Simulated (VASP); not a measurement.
# Nb2Pd (Fmmm) in VASP: further runs

Nb2Pd is run at these levels: LDA; tasks: single point.

Program: VASP 6.6.1. These are calculated values, not measurements. Logs are shortened: lines on timing, memory, paths and dates and some standing lists are left out, and cuts for length are marked.

## (1) The cell of the first run

The structure is orthorhombic, space group Fmmm (No. 69). Conventional cell: a = 3.537 Å, b = 4.173 Å, c = 12.717 Å, α = 90.00°, β = 90.00°, γ = 90.00°. Nb (site symmetry mm2) has 4 Pd at 2.72 to 2.94 Å and 10 Nb at 2.74 to 3.54 Å within 3.6 Å. Within 3.6 Å of Pd (site symmetry mmm) lie 8 Nb at 2.72 to 2.94 Å and 6 Pd at 2.74 to 3.54 Å.

## (2) Single point, LDA

File INCAR:

```
SYSTEM = Nb2Pd
PREC = Accurate
ENCUT = 520
EDIFF = 1E-6
ISMEAR = -1
SIGMA = 0.1
LREAL = .FALSE.
LASPH = .TRUE.
NELM = 100
ALGO = Normal
ISIF = 2
LWAVE = .FALSE.
LCHARG = .FALSE.
GGA = CA
NBANDS = 25
```

File KPOINTS:

```
Automatic mesh
0
G
  11 11 11
  0 0 0
```

File POSCAR:

```
Nb2Pd
1.0
    0.0000000000      2.0865794241      6.3587108565
    1.7683036211      0.0000000000      6.3587108565
    1.7683036211      2.0865794241      0.0000000000
Nb Pd
2 1
Direct
    0.3376730000      0.3376730000      0.6623270000
    0.6623270000      0.6623270000      0.3376730000
    0.0000000000      0.0000000000      0.0000000000
```

Potentials or basis: VASP PAW LDA potentials, release 64 (Nb_sv, Pd).

Started as:

```console
> cat potpaw_LDA.64/Nb_sv/POTCAR potpaw_LDA.64/Pd/POTCAR > POTCAR
> mpirun -np 1 vasp_std > vasp.out
```

OUTCAR:

```text
SYSTEM = Nb2Pd
   PREC = Accurate
   ENCUT = 520
   EDIFF = 1E-6
   ISMEAR = -1
   LREAL = .FALSE.
   LASPH = .TRUE.
   NELM = 100
   ISIF = 2
   GGA = CA

 ion  position               nearest neighbor table
   1  0.338  0.338  0.662-   3 2.72   3 2.72   2 2.85   2 2.85   3 2.94   3 2.94
   2  0.662  0.662  0.338-   3 2.72   3 2.72   1 2.85   1 2.85   3 2.94   3 2.94
   3  0.000  0.000  0.000-   2 2.72   2 2.72   1 2.72   1 2.72   1 2.94   2 2.94   2 2.94   1 2.94

  LATTYP: Found a face centered orthorhombic cell.
 ALAT       =     3.5366072422
 B/A-ratio  =     1.1799893407
 C/A-ratio  =     3.5959383788

  Lattice vectors:

 A1 = (   0.0000000000,   2.0865794241,   6.3587108565)
 A2 = (   1.7683036211,   0.0000000000,   6.3587108565)
 A3 = (   1.7683036211,   2.0865794241,   0.0000000000)

Analysis of symmetry for initial positions (statically):
=====================================================================
 Subroutine PRICEL returns:
 Original cell was already a primitive cell.

 Routine SETGRP: Setting up the symmetry group for a
 face centered orthorhombic supercell.

 Subroutine GETGRP returns: Found  8 space group operations
 (whereof  8 operations were pure point group operations)
 out of a pool of  8 trial point group operations.

The static configuration has the point symmetry D_2h.

Analysis of symmetry for dynamics (positions and initial velocities):
=====================================================================
 Subroutine PRICEL returns:
 Original cell was already a primitive cell.

 Routine SETGRP: Setting up the symmetry group for a
 face centered orthorhombic supercell.

 Subroutine GETGRP returns: Found  8 space group operations
 (whereof  8 operations were pure point group operations)
 out of a pool of  8 trial point group operations.

The dynamic configuration has the point symmetry D_2h.

 Subroutine INISYM returns: Found  8 space group operations
 (whereof  8 operations are pure point group operations),
 and found     1 'primitive' translations

----------------------------------------------------------------------------------------

                                     Primitive cell
[... 80 lines left out ...]
   ions per type =               2   1
   NGX,Y,Z   is equivalent  to a cutoff of  12.42, 12.59, 12.16 a.u.
   NGXF,Y,Z  is equivalent  to a cutoff of  24.84, 25.19, 24.31 a.u.
 SYSTEM =  Nb2Pd
   PREC   = accura    normal or accurate (medium, high low for compatibility)
   ISTART =      0    job   : 0-new  1-cont  2-samecut
   ICHARG =      2    charge: 1-file 2-atom 10-const
   ISPIN  =      1    spin polarized calculation?
   LNONCOLLINEAR =      F non collinear calculations
   LSORBIT =      F    spin-orbit coupling
   LASPH  =      T    aspherical Exc in radial PAW
   ENCUT  =  520.0 eV  38.22 Ry    6.18 a.u.  12.44 12.27  5.09*2*pi/ulx,y,z
   NELM   =    100;   NELMIN=  2; NELMDL= -5     # of ELM steps
   EDIFF  = 0.1E-05   stopping-criterion for ELM
   LREAL  =      F    real-space projection
   EDIFFG = 0.1E-04   stopping-criterion for IOM
   NSW    =      0    number of steps for IOM
   IBRION =     -1    ionic relax: 0-MD 1-quasi-New 2-CG
   NFREE  =      0    steps in history (QN), initial steepest desc. (CG)
   ISIF   =      2    stress and relaxation
   ISYM   =      2    0-nonsym 1-usesym 2-fastsym
   POTIM  = 0.5000    time-step for ionic-motion
   TEBEG  =    0.0;   TEEND  =   0.0 temperature during run
   PSTRESS=    0.0 pullay stress
   NELECT =      36.0000    total number of electrons
   NUPDOWN=      -1.0000    fix difference up-down
   EMIN   =  10.00;   EMAX   =-10.00  energy-range for DOS
   EFERMI =   0.00;   METHOD = LEGACY
   ISMEAR =    -1;   SIGMA  =   0.10  broadening in eV -4-tet -1-fermi 0-gaus
   EFERMI_NEDOS =   21; number of points for ismear=-14 and -15
   IALGO  =     38    algorithm
   IMIX   =      4    mixing-type and parameters
     AMIX     =   0.40;   BMIX     =  1.00
     AMIX_MAG =   1.60;   BMIX_MAG =  1.00
  volume/ion in A,a.u.               =      15.64       105.55
  Fermi-wavevector in a.u.,A,eV,Ry     =   1.498691  2.832115 30.559695  2.246074
  Thomas-Fermi vector in A             =   2.610417
   LORBIT       =      0    0 simple, 1 ext, 2 COOP (PROOUT), +10 PAW based schemes
   GGA     = CA    functional components
   LHFCALC =     F    Hartree Fock is set to
   AEXX    =    0.0000 exact exchange contribution
   IVDW    =     0    specifies the selected vdW correction
   LEPSILON=     F    determine dielectric tensor
   LRPA    =     F    only Hartree local field effects (RPA)
 non-spin polarized calculation
  energy-cutoff  :      520.00
  volume of cell :       46.92
 maximum number of plane-waves:      1292
 NGX is ok and might be reduce to    50
   NGX = 25   NGY = 25   NGZ = 11

 number of electron      35.9999996 magnetization

 Free energy of the ion-electron system (eV)
  ---------------------------------------------------
  ext. energy  EPLUGINS =         0.00000000
  ---------------------------------------------------
  free energy    TOTEN  =       -29.78357032 eV

  energy without entropy =      -29.72184684  energy(sigma->0) =      -29.75270858

 E-fermi :  12.1395     XC(G=0): -13.3837

 val. band max:       12.1284002046   @ k =   0.1818  -0.0000   0.0909
 cond. band min:      12.1414361601   @ k =   0.3636  -0.4545   0.1818
 fundamental gap:      0.0130359555
 Fermi energy:        12.1395097459

 k-point     1 :       0.0000    0.0000    0.0000
  band No.  band energies     occupation
      1     -42.1925      2.00000
      2     -42.0268      2.00000
      3     -18.8222      2.00000
      4     -18.0007      2.00000
      5     -17.8396      2.00000
      6     -17.5797      2.00000
[... 661 lines left out ...]
     24      16.6091      0.00000
     25      18.1060      0.00000

 [... further k-points ...]
[... 5 lines left out ...]
  --------------------------------------------------------------------------------------
  -------------------------------------------------------------------------------------
  Total        1.5559069      1.6496729      1.8822123      0.0000000      0.0000000      0.0000000
  in kB       53.1255405     56.3271264     64.2670509      0.0000000      0.0000000      0.0000000
  external PRESSURE =      57.9065726 kB  Pullay stress =       0.0000000 kB

 VOLUME and BASIS-vectors are now :
 -----------------------------------------------------------------------------
  energy-cutoff  :      520.00
  volume of cell :       46.92
      direct lattice vectors                 reciprocal lattice vectors
     0.000000000  2.086579424  6.358710857    -0.282756872  0.239626632  0.078632291
     1.768303621  0.000000000  6.358710857     0.282756872 -0.239626632  0.078632291
     1.768303621  2.086579424  0.000000000     0.282756872  0.239626632 -0.078632291

 POSITION                                       TOTAL-FORCE (eV/Angst)
 -----------------------------------------------------------------------------------
      1.76830      2.08658      4.29433         0.000000      0.000000      0.091423
      1.76830      2.08658      8.42309         0.000000      0.000000     -0.091423
      0.00000      0.00000      0.00000         0.000000      0.000000      0.000000
 -----------------------------------------------------------------------------------
    total drift:                                0.000000      0.000000     -0.000000

  FREE ENERGIE OF THE ION-ELECTRON SYSTEM (eV)
  ---------------------------------------------------
  free  energy   TOTEN  =       -29.7835703193 eV

  energy  without entropy=      -29.7218468418  energy(sigma->0) =      -29.75270858
```

OSZICAR:

```text
N       E                     dE             d eps       ncg     rms          rms(c)
DAV:   1     0.414914546314E+03    0.41491E+03   -0.19253E+04 10808   0.150E+03
DAV:   2    -0.826900252436E+00   -0.41574E+03   -0.40338E+03 13332   0.598E+02
DAV:   3    -0.299363510590E+02   -0.29109E+02   -0.28335E+02 20445   0.122E+02
DAV:   4    -0.313295722409E+02   -0.13932E+01   -0.13819E+01 15500   0.231E+01
DAV:   5    -0.314115918631E+02   -0.82020E-01   -0.81966E-01 19590   0.571E+00    0.143E+01
DAV:   6    -0.304795280198E+02    0.93206E+00   -0.86430E+00 12501   0.245E+01    0.777E+00
DAV:   7    -0.298798522318E+02    0.59968E+00   -0.28017E+00 17730   0.173E+01    0.342E+00
DAV:   8    -0.297803565491E+02    0.99496E-01   -0.64393E-01 14687   0.583E+00    0.129E+00
DAV:   9    -0.297833994467E+02   -0.30429E-02   -0.53862E-02 18229   0.228E+00    0.175E-01
DAV:  10    -0.297836008625E+02   -0.20142E-03   -0.31164E-03 15347   0.511E-01    0.804E-02
DAV:  11    -0.297835729774E+02    0.27885E-04   -0.51422E-04 18615   0.250E-01    0.390E-02
DAV:  12    -0.297835725308E+02    0.44666E-06   -0.40516E-05 13604   0.611E-02    0.930E-03
DAV:  13    -0.297835703263E+02    0.22044E-05   -0.77066E-06 15437   0.316E-02    0.569E-03
DAV:  14    -0.297835703193E+02    0.70186E-08   -0.30159E-07  7152   0.621E-03
   1 F= -.29783570E+02 E0= -.29752709E+02  d E =-.617235E-01
```

stdout:

```text
POSCAR found type information on POSCAR NbPd
 POSCAR found :  2 types and       3 ions
 scaLAPACK will be used
 LDA part: xc-table for (Slater(with rela. corr.)+CA(PZ))
 , standard interpolation
 POSCAR, INCAR and KPOINTS ok, starting setup
 FFT: planning ... GRIDC
 FFT: planning ... GRID_SOFT
 FFT: planning ... GRID
 WAVECAR not read
 entering main loop
```

It took 4 min on 1 thread of AMD EPYC 9R45 (Zen 5), shared host; peak memory 0.32 GiB.

What came out:

| Property | Result |
| --- | --- |
| Free energy | -29.7836 eV |
| Pressure | 5.8 GPa |
| Largest force | 0.091 eV/Å |
| Band gap on the k mesh | zero (band 18 reaches 13.53 eV, above the bottom of band 19 at 11.52 eV) |

Forces on the atoms (eV/Å):
```
Nb   0.000  0.000  0.091
Nb   0.000  0.000 -0.091
Pd   0.000  0.000  0.000
```

Levels at points of the mesh, in eV from the Fermi level:
```csv
k point,band 16,band 17,band 18,band 19,band 20,band 21
"(0.00, 0.00, 0.00)",-1.73,-1.28,-1.03,0.55,0.99,2.21
```

## (3) Single point, LDA

This run uses another cell than the first one, of 16.09 Å³/atom, 1.029 times its volume.

File INCAR:

```
SYSTEM = Nb2Pd
PREC     = Accurate       ! precision mode
ENCUT    = 520            ! plane-wave cutoff, eV
EDIFF    = 1E-6           ! SCF threshold, eV
ISMEAR   = -1             ! smearing method
SIGMA    = 0.1            ! smearing width, eV
LREAL    = .False.        ! projectors in reciprocal space
LASPH    = .True.         ! aspherical terms in the spheres
NELM     = 80             ! most SCF steps
ALGO     = Normal         ! electronic algorithm
ISIF     = 2              ! what is computed and relaxed
LWAVE    = .False.        ! write WAVECAR
LCHARG   = .False.        ! write CHGCAR
GGA      = CA             ! functional
NBANDS   = 25             ! bands
```

File KPOINTS:

```
regular mesh
0
Gamma
  11 11 11
  0 0 0
```

File POSCAR:

```
Nb2Pd
1.0
    0.0000000000      2.1065479046      6.4195634617
    1.7852262151      0.0000000000      6.4195634617
    1.7852262151      2.1065479046      0.0000000000
Nb Pd
2 1
Direct
    0.3376730000      0.3376730000      0.6623270000
    0.6623270000      0.6623270000      0.3376730000
    0.0000000000      0.0000000000      0.0000000000
```

Potentials or basis: VASP PAW LDA potentials, release 64 (Nb_sv, Pd).

Started as:

```console
> cat potpaw_LDA.64/Nb_sv/POTCAR potpaw_LDA.64/Pd/POTCAR > POTCAR
> mpirun -np 1 vasp_std > vasp.out
```

Run time: 4.1 min. Hardware: 1 thread of AMD EPYC 9R45 (Zen 5), shared host; peak memory 0.34 GiB.

The run converged. Its results:

```
Free energy            : -29.8058 eV
Pressure               : -0.7 GPa
Largest force          : 0.083 eV/Å
Band gap on the k mesh : zero (band 18 reaches 13.05 eV, above the bottom of band 19 at 11.09 eV)
```

Forces on the atoms (eV/Å):
```
Nb   0.000  0.000  0.083
Nb   0.000  0.000 -0.083
Pd   0.000  0.000  0.000
```

Stress tensor (GPa, compression positive):
```
-1.03  0.00  0.00
 0.00 -0.73  0.00
 0.00  0.00 -0.30
```

Levels at points of the mesh, in eV from the Fermi level:
```csv
k point,band 16,band 17,band 18,band 19,band 20,band 21
"(0.00, 0.00, 0.00)",-1.69,-1.22,-1.07,0.53,0.95,2.14
```

## (4) Single point, LDA

This run uses another cell than the first one, of 16.55 Å³/atom, 1.058 times its volume.

File INCAR:

```
PREC = Accurate ; ENCUT = 520
EDIFF = 1E-6 ; ISMEAR = -1
SIGMA = 0.1 ; LREAL = False
LASPH = True ; NELM = 100
ALGO = Normal ; ISIF = 2
LWAVE = False ; LCHARG = False
GGA = CA ; NBANDS = 25
```

File KPOINTS:

```
Automatic mesh
0
Gamma
  11 11 11
```

File POSCAR:

```
Nb2Pd
1.0
    0.0000000000      2.1261448244      6.4792837605
    1.8018339243      0.0000000000      6.4792837605
    1.8018339243      2.1261448244      0.0000000000
Nb Pd
2 1
Direct
    0.3376730000      0.3376730000      0.6623270000
    0.6623270000      0.6623270000      0.3376730000
    0.0000000000      0.0000000000      0.0000000000
```

Started as:

```console
> cat potpaw_LDA.64/Nb_sv/POTCAR potpaw_LDA.64/Pd/POTCAR > POTCAR
> mpirun -np 1 vasp_std > vasp.out
```

Run time: 5 min. Hardware: 1 thread of AMD EPYC 9R45 (Zen 5), shared host; peak memory 0.35 GiB.

The run converged. Its results:

| Quantity | Value |
| --- | --- |
| Free energy | -29.7772 eV |
| Pressure | -6.2 GPa |
| Largest force | 0.068 eV/Å |
| Band gap on the k mesh | zero (band 18 reaches 12.59 eV, above the bottom of band 19 at 10.68 eV) |

Forces on the atoms (eV/Å):
```
Nb   0.000  0.000  0.068
Nb   0.000  0.000 -0.068
Pd   0.000  0.000  0.000
```

Stress tensor (GPa, compression positive):
```
-6.43  0.00  0.00
 0.00 -6.15  0.00
 0.00  0.00 -6.05
```

Levels at points of the mesh, in eV from the Fermi level:
| k point | band 15 | band 16 | band 17 | band 18 | band 19 | band 20 | band 21 | band 22 |
| --- | --- | --- | --- | --- | --- | --- | --- | --- |
| (0.00, 0.00, 0.00) | -2.17 | -1.65 | -1.17 | -1.11 | 0.50 | 0.91 | 2.07 | 2.62 |

## (5) Single point, LDA

This run uses another cell than the first one, of 17.00 Å³/atom, 1.087 times its volume.

File INCAR:

```
SYSTEM = Nb2Pd
ALGO     = Normal         ! electronic algorithm
EDIFF    = 1E-6           ! SCF threshold, eV
ENCUT    = 520            ! plane-wave cutoff, eV
GGA      = CA             ! functional
ISIF     = 2              ! what is computed and relaxed
ISMEAR   = -1             ! smearing method
LASPH    = .True.         ! aspherical terms in the spheres
LCHARG   = .True.         ! write CHGCAR
LELF     = .True.         ! ELF
LREAL    = .False.        ! projectors in reciprocal space
LVHAR    = .True.       
LWAVE    = .False.        ! write WAVECAR
NBANDS   = 25             ! bands
NELM     = 100            ! most SCF steps
PREC     = Accurate       ! precision mode
SIGMA    = 0.1            ! smearing width, eV
```

File KPOINTS:

```
k-points
0
Gamma
  11 11 11
  0 0 0
```

File POSCAR:

```
Nb2Pd
1.0
    0.0000000000      2.1453870000      6.5379230000
    1.8181410000      0.0000000000      6.5379230000
    1.8181410000      2.1453870000      0.0000000000
Nb Pd
2 1
Direct
    0.3376730000      0.3376730000      0.6623270000
    0.6623270000      0.6623270000      0.3376730000
    0.0000000000      0.0000000000      0.0000000000
```

Started as:

```console
> cat potpaw_LDA.64/Nb_sv/POTCAR potpaw_LDA.64/Pd/POTCAR > POTCAR
> mpirun -np 1 vasp_std > vasp.out
```

Run time: 5.6 min. Hardware: 1 thread of AMD EPYC 9R45 (Zen 5), shared host; peak memory 0.35 GiB.

The run converged. Its results:

- Free energy: -29.7048 eV
- Pressure: -11.0 GPa
- Largest force: 0.050 eV/Å
- Band gap on the k mesh: zero (band 18 reaches 12.15 eV, above the bottom of band 19 at 10.30 eV)

Forces in eV/Å, atoms in the order of the input:
```
Nb   0.000  0.000  0.050
Nb   0.000  0.000 -0.050
Pd   0.000  0.000  0.000
```

Stress tensor (GPa, compression positive):
```
-11.10   0.00   0.00
  0.00 -10.83   0.00
  0.00   0.00 -11.00
```

Levels at points of the mesh, in eV from the Fermi level:
```tsv
k point	band 14	band 15	band 16	band 17	band 18	band 19	band 20	band 21	band 22	band 23
(0.00, 0.00, 0.00)	-2.51	-2.11	-1.61	-1.14	-1.12	0.49	0.87	2.01	2.55	3.60
```

## (6) The runs side by side

| cell | gap on the mesh (eV) | pressure (GPa) | largest force (eV/Å) |
| --- | --- | --- | --- |
| a = 6.692, b = 6.600, c = 2.735 Å, angles 80.0, 76.2, 23.7°, 3 atoms | none | 5.8 | 0.09 |
| a = 6.756, b = 6.663, c = 2.761 Å, angles 80.0, 76.2, 23.7°, 3 atoms | none | -0.7 | 0.08 |
| a = 6.819, b = 6.725, c = 2.787 Å, angles 80.0, 76.2, 23.7°, 3 atoms | none | -6.2 | 0.07 |
| a = 6.881, b = 6.786, c = 2.812 Å, angles 80.0, 76.2, 23.7°, 3 atoms | none | -11.0 | 0.05 |

Alike in all rows: task single point; level LDA; potentials or basis VASP PAW LDA potentials, release 64 (Nb_sv, Pd); no spin polarisation; k mesh 11 × 11 × 11; cutoff (eV) 520; smearing fermi-dirac 0.1 eV.

Total energies depend on the potentials used, so only differences within one code and one set of settings carry meaning.
